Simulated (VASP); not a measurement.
# Y (Pm-3m) in VASP: further runs

Y is run at these levels: r2SCAN; tasks: single point, relaxation of cell and atoms.

Everything below comes from runs of VASP 6.6.1. Logs are shortened: lines on timing, memory, paths and dates and some standing lists are left out, and cuts for length are marked.

### Step 1. The cell of the first run

The structure is cubic, space group Pm-3m (No. 221). The conventional cell has a = 3.291 Å, b = 3.291 Å, c = 3.291 Å, α = 90.00°, β = 90.00°, γ = 90.00°. Within 4.3 Å of Y (site symmetry m-3m) lie 6 Y at 3.29 Å.

This isn't the form of Y at room conditions, which is hcp.

### Step 2. Single point, r2SCAN, collinear spin

File POSCAR:

```
Y
1.0
    3.2912715962      0.0000000000      0.0000000000
    0.0000000000      3.2912715962      0.0000000000
    0.0000000000      0.0000000000      3.2912715962
Y
1
Direct
    0.0000000000      0.0000000000      0.0000000000
```

File INCAR.step1:

```
ALGO = Normal
EDIFF = 1E-4
ENCUT = 520
GGA = PE
ISMEAR = -1
ISPIN = 2
LASPH = True
LCHARG = False
LMAXMIX = 4
LREAL = False
LWAVE = True
MAGMOM = 0.58
NBANDS = 16
NELM = 150
PREC = Accurate
SIGMA = 0.05
```

File INCAR.step2:

```
ALGO = Normal
EDIFF = 1E-7
ENCUT = 520
ISIF = 2
ISMEAR = -1
ISPIN = 2
ISTART = 1
LASPH = True
LCHARG = True
LELF = True
LMAXMIX = 4
LMIXTAU = True
LORBIT = 11
LREAL = False
LVHAR = True
LWAVE = False
MAGMOM = 0.58
METAGGA = R2SCAN
NBANDS = 16
NELM = 150
PREC = Accurate
SIGMA = 0.05
```

File KPOINTS:

```
k-points
0
Gamma
  16 16 16
```

Potentials or basis: VASP PAW PBE potentials, release 64 (Y_sv).

The run is started by

```console
> cat potpaw_PBE.64/Y_sv/POTCAR > POTCAR
> cp INCAR.step1 INCAR
> mpirun -np 1 vasp_std > vasp.out
> cp INCAR.step2 INCAR
> mpirun -np 1 vasp_std > vasp.out
```

OUTCAR:

```text
EDIFF = 1E-7
   ENCUT = 520
   ISIF = 2
   ISMEAR = -1
   ISPIN = 2
   ISTART = 1
   LASPH = True
   LORBIT = 11
   LREAL = False
   METAGGA = R2SCAN
   NELM = 150
   PREC = Accurate

 ion  position               nearest neighbor table
   1  0.000  0.000  0.000-

  LATTYP: Found a simple cubic cell.
 ALAT       =     3.2912715962

  Lattice vectors:

 A1 = (   3.2912715962,   0.0000000000,   0.0000000000)
 A2 = (   0.0000000000,   3.2912715962,   0.0000000000)
 A3 = (   0.0000000000,   0.0000000000,   3.2912715962)

Analysis of symmetry for initial positions (statically):
=====================================================================
 Subroutine PRICEL returns:
 Original cell was already a primitive cell.

 Routine SETGRP: Setting up the symmetry group for a
 simple cubic supercell.

 Subroutine GETGRP returns: Found 48 space group operations
 (whereof 48 operations were pure point group operations)
 out of a pool of 48 trial point group operations.

The static configuration has the point symmetry O_h .

Analysis of symmetry for dynamics (positions and initial velocities):
=====================================================================
 Subroutine PRICEL returns:
 Original cell was already a primitive cell.

 Routine SETGRP: Setting up the symmetry group for a
 simple cubic supercell.

 Subroutine GETGRP returns: Found 48 space group operations
 (whereof 48 operations were pure point group operations)
 out of a pool of 48 trial point group operations.

The dynamic configuration has the point symmetry O_h .

Analysis of structural, dynamic, and magnetic symmetry:
=====================================================================
 Subroutine PRICEL returns:
 Original cell was already a primitive cell.

 Routine SETGRP: Setting up the symmetry group for a
 simple cubic supercell.

 Subroutine GETGRP returns: Found 48 space group operations
 (whereof 48 operations were pure point group operations)
 out of a pool of 48 trial point group operations.

The overall configuration has the point symmetry O_h .

 Subroutine INISYM returns: Found 48 space group operations
 (whereof 48 operations are pure point group operations),
 and found     1 'primitive' translations

----------------------------------------------------------------------------------------

                                     Primitive cell

  volume of cell :      35.6526

  direct lattice vectors                    reciprocal lattice vectors
[... 95 lines left out ...]
   PSTRESS=    0.0 pullay stress
   NELECT =      11.0000    total number of electrons
   NUPDOWN=      -1.0000    fix difference up-down
   EMIN   =  10.00;   EMAX   =-10.00  energy-range for DOS
   EFERMI =   0.00;   METHOD = LEGACY
   ISMEAR =    -1;   SIGMA  =   0.05  broadening in eV -4-tet -1-fermi 0-gaus
   EFERMI_NEDOS =   21; number of points for ismear=-14 and -15
   IALGO  =     38    algorithm
   IMIX   =      4    mixing-type and parameters
     AMIX     =   0.40;   BMIX     =  1.00
     AMIX_MAG =   1.60;   BMIX_MAG =  1.00
  volume/ion in A,a.u.               =      35.65       240.60
  Fermi-wavevector in a.u.,A,eV,Ry     =   1.106221  2.090455 16.649796  1.223725
  Thomas-Fermi vector in A             =   2.242719
   LORBIT       =     11    0 simple, 1 ext, 2 COOP (PROOUT), +10 PAW based schemes
   METAGGA = R2SCAN    functional components
   LHFCALC =     F    Hartree Fock is set to
   AEXX    =    0.0000 exact exchange contribution
   IVDW    =     0    specifies the selected vdW correction
   LEPSILON=     F    determine dielectric tensor
   LRPA    =     F    only Hartree local field effects (RPA)
 spin polarized calculation
  energy-cutoff  :      520.00
  volume of cell :       35.65
 maximum number of plane-waves:       976
   NGX = 13   NGY = 13   NGZ = 13

 number of electron      10.9999999 magnetization       0.9323958

 Free energy of the ion-electron system (eV)
  ---------------------------------------------------
  ext. energy  EPLUGINS =         0.00000000
  ---------------------------------------------------
  free energy    TOTEN  =       -19.50891301 eV

  energy without entropy =      -19.50033294  energy(sigma->0) =      -19.50462298

 E-fermi :   2.5944     XC(G=0):  -9.6470

 val. band max:        2.5833338921   @ k =   0.1875   0.1875   0.1875
 cond. band min:       2.6099370960   @ k =   0.3125   0.1250   0.0000
 fundamental gap:      0.0266032039
 Fermi energy:         2.5944054354

 spin component 1

 k-point     1 :       0.0000    0.0000    0.0000
  band No.  band energies     occupation
      1     -42.0164      1.00000
      2     -21.0342      1.00000
      3     -21.0342      1.00000
      4     -21.0342      1.00000
      5      -2.3168      1.00000
      6       1.3817      1.00000
[... 435 lines left out ...]
      5       0.6834      1.00000
      6       2.0732      0.99997
[... 8 lines left out ...]
     15      17.9941      0.00000
     16      20.6330      0.00000

 [... further k-points ...]

 spin component 2

 k-point     1 :       0.0000    0.0000    0.0000
  band No.  band energies     occupation
      1     -41.6541      1.00000
      2     -20.6484      1.00000
      3     -20.6484      1.00000
      4     -20.6484      1.00000
      5      -1.6405      1.00000
      6       3.0890      0.00005
[... 435 lines left out ...]
      5       1.9895      0.99999
      6       2.2963      0.99743
[... 8 lines left out ...]
     15      18.7574      0.00000
     16      20.8592      0.00000

 [... further k-points ...]
[... 5 lines left out ...]
  --------------------------------------------------------------------------------------
  -------------------------------------------------------------------------------------
  Total       -0.0071560     -0.0071560     -0.0071560      0.0000000     -0.0000000      0.0000000
  in kB       -0.3215798     -0.3215798     -0.3215798      0.0000000     -0.0000000      0.0000000
  external PRESSURE =      -0.3215798 kB  Pullay stress =       0.0000000 kB

 VOLUME and BASIS-vectors are now :
 -----------------------------------------------------------------------------
  energy-cutoff  :      520.00
  volume of cell :       35.65
      direct lattice vectors                 reciprocal lattice vectors
     3.291271596  0.000000000  0.000000000     0.303833935  0.000000000  0.000000000
     0.000000000  3.291271596  0.000000000     0.000000000  0.303833935  0.000000000
     0.000000000  0.000000000  3.291271596     0.000000000  0.000000000  0.303833935

 POSITION                                       TOTAL-FORCE (eV/Angst)
 -----------------------------------------------------------------------------------
      0.00000      0.00000      0.00000         0.000000      0.000000      0.000000
 -----------------------------------------------------------------------------------
    total drift:                                0.000000     -0.000000     -0.000000

  FREE ENERGIE OF THE ION-ELECTRON SYSTEM (eV)
  ---------------------------------------------------
  free  energy   TOTEN  =       -19.5089130104 eV

  energy  without entropy=      -19.5003329438  energy(sigma->0) =      -19.50462298

 total charge

# of ion       s       p       d       f       tot
--------------------------------------------------
    1        2.255   6.192   1.000   0.007   9.454

 magnetization (x)

# of ion       s       p       d       f       tot
--------------------------------------------------
    1        0.065   0.078   0.534   0.003   0.680
```

OSZICAR.step1:

```text
N       E                     dE             d eps       ncg     rms          rms(c)
DAV:   1     0.298035395155E+02    0.29804E+02   -0.51783E+03 10592   0.618E+02
DAV:   2    -0.458381913627E+01   -0.34387E+02   -0.33029E+02 14264   0.147E+02
DAV:   3    -0.582257586356E+01   -0.12388E+01   -0.12190E+01 13040   0.181E+01
DAV:   4    -0.584340722496E+01   -0.20831E-01   -0.20807E-01 12720   0.230E+00
DAV:   5    -0.584375747433E+01   -0.35025E-03   -0.35024E-03 12808   0.244E-01    0.187E+01
DAV:   6    -0.567903987514E+01    0.16472E+00   -0.18287E-01 11264   0.232E+00    0.114E+01
DAV:   7    -0.564345115595E+01    0.35589E-01   -0.18331E-01 13368   0.238E+00    0.387E+00
DAV:   8    -0.565751820943E+01   -0.14067E-01   -0.22467E-02 12632   0.829E-01    0.893E-01
DAV:   9    -0.565729166405E+01    0.22655E-03   -0.11741E-02 11968   0.603E-01    0.414E-01
DAV:  10    -0.565849268525E+01   -0.12010E-02   -0.21754E-03 12920   0.286E-01    0.260E-01
DAV:  11    -0.565859794451E+01   -0.10526E-03   -0.14275E-04 10936   0.694E-02    0.578E-02
DAV:  12    -0.565863617658E+01   -0.38232E-04   -0.52279E-05  8144   0.365E-02
   1 F= -.56586362E+01 E0= -.56507663E+01  d E =-.157398E-01  mag=     0.7630
```

Wall time 4.7 min (1 thread of AMD EPYC 9R45 (Zen 5), shared host); peak memory 0.24 GiB.

What came out:

```
Free energy                                           : -19.5089 eV
Pressure                                              : 0.0 GPa
Net moment                                            : 0.93 μB per cell
Site moments                                          : Y +0.68 μB
Valence electrons inside the program's atomic spheres : Y 9.45
```

Levels at points of the mesh, in eV from the Fermi level:
Spin up:
| k point | band 4 | band 5 | band 6 | band 7 | band 8 | band 9 |
| --- | --- | --- | --- | --- | --- | --- |
| (0.00, 0.00, 0.00) | -23.63 | -4.91 | -1.21 | -1.21 | 5.48 | 5.48 |
| (0.50, 0.00, 0.00) | -23.57 | -2.26 | -0.51 | -0.28 | 2.95 | 2.95 |
| (0.50, 0.50, 0.00) | -23.51 | -1.84 | -0.41 | 3.20 | 3.20 | 3.49 |
| (0.50, 0.50, 0.50) | -24.19 | -0.58 | -0.58 | -0.58 | 5.98 | 6.75 |
Spin down:
```csv
k point,band 3,band 4,band 5,band 6,band 7,band 8
"(0.00, 0.00, 0.00)",-23.24,-23.24,-4.23,0.49,0.49,5.73
"(0.50, 0.00, 0.00)",-23.18,-23.18,-0.95,-0.05,1.28,3.33
"(0.50, 0.50, 0.00)",-23.77,-23.13,-1.60,1.32,3.92,3.92
"(0.50, 0.50, 0.50)",-23.68,-23.68,-0.11,-0.11,-0.11,5.71
```

Caveat: the PAW data sets were made with another functional, which shifts forces and pressure a little.

### Step 3. Relaxation of cell and atoms, r2SCAN, collinear spin

POSCAR is that of step 2.

File INCAR.step1:

```
SYSTEM = Y
PREC     = Accurate       ! precision mode
ENCUT    = 600            ! plane-wave cutoff, eV
ISMEAR   = -1             ! smearing method
SIGMA    = 0.05           ! smearing width, eV
LREAL    = .False.        ! projectors in reciprocal space
LASPH    = .True.         ! aspherical terms in the spheres
NELM     = 150            ! most SCF steps
ISPIN    = 2              ! spin polarisation
MAGMOM   = 1              ! initial moments
LMAXMIX  = 4              ! l up to which the mixer works
GGA      = PE             ! functional
ALGO     = Normal         ! electronic algorithm
EDIFF    = 1E-4           ! SCF threshold, eV
LWAVE    = .True.         ! write WAVECAR
LCHARG   = .False.        ! write CHGCAR
```

File INCAR.step2:

```
SYSTEM = Y
PREC     = Accurate       ! precision mode
ENCUT    = 600            ! plane-wave cutoff, eV
EDIFF    = 1E-6           ! SCF threshold, eV
ISMEAR   = -1             ! smearing method
SIGMA    = 0.05           ! smearing width, eV
LREAL    = .False.        ! projectors in reciprocal space
LASPH    = .True.         ! aspherical terms in the spheres
NELM     = 150            ! most SCF steps
ALGO     = Normal         ! electronic algorithm
ISIF     = 3              ! what is computed and relaxed
LWAVE    = .False.        ! write WAVECAR
LCHARG   = .False.        ! write CHGCAR
ISPIN    = 2              ! spin polarisation
MAGMOM   = 1              ! initial moments
LORBIT   = 11             ! projections on sites
LMAXMIX  = 4              ! l up to which the mixer works
METAGGA  = R2SCAN         ! meta-GGA
LMIXTAU  = .True.       
IBRION   = 2              ! ionic algorithm
NSW      = 80             ! ionic steps
EDIFFG   = -0.01          ! ionic threshold
ISTART   = 1
```

File KPOINTS:

```
Automatic mesh
0
Gamma
  10 10 10
  0 0 0
```

Potentials or basis: VASP PAW PBE potentials, release 64 (Y_sv).

The run is started by

```console
> cat potpaw_PBE.64/Y_sv/POTCAR > POTCAR
> cp INCAR.step1 INCAR
> mpirun -np 1 vasp_std > vasp.out
> cp INCAR.step2 INCAR
> mpirun -np 1 vasp_std > vasp.out
```

Wall time 89 s (1 thread of AMD EPYC 9R45 (Zen 5), shared host); peak memory 0.2 GiB.

The run converged. Its results:

```
Free energy                                           : -19.5134 eV
Pressure after relaxing                               : 0.0 GPa
Net moment                                            : 0.90 μB per cell
Site moments                                          : Y +0.66 μB
Valence electrons inside the program's atomic spheres : Y 9.45
```

Final structure:
```
CELL_PARAMETERS angstrom
3.29127 0.00000 0.00000
0.00000 3.29127 0.00000
0.00000 0.00000 3.29127
ATOMIC_POSITIONS crystal
Y 0.00000 0.00000 0.00000
```

Levels at points of the mesh, in eV from the Fermi level:
Spin up:
```tsv
k point	band 3	band 4	band 5	band 6	band 7	band 8	band 9	band 10
(0.00, 0.00, 0.00)	-23.64	-23.64	-4.90	-1.21	-1.21	5.47	5.47	5.47
(0.50, 0.00, 0.00)	-23.58	-23.58	-2.25	-0.51	-0.27	2.95	2.95	5.72
(0.50, 0.50, 0.00)	-24.28	-23.52	-1.83	-0.41	3.21	3.21	3.49	3.49
(0.50, 0.50, 0.50)	-24.19	-24.19	-0.57	-0.57	-0.57	5.97	6.74	6.74
```
Spin down:
```csv
k point,band 3,band 4,band 5,band 6,band 7,band 8
"(0.00, 0.00, 0.00)",-23.26,-23.26,-4.26,0.47,0.47,5.72
"(0.50, 0.00, 0.00)",-23.20,-23.20,-0.98,-0.07,1.26,3.31
"(0.50, 0.50, 0.00)",-23.79,-23.15,-1.62,1.29,3.90,3.90
"(0.50, 0.50, 0.50)",-23.70,-23.70,-0.13,-0.13,-0.13,5.70
```

Caveat: the PAW data sets were made with another functional, which shifts forces and pressure a little.
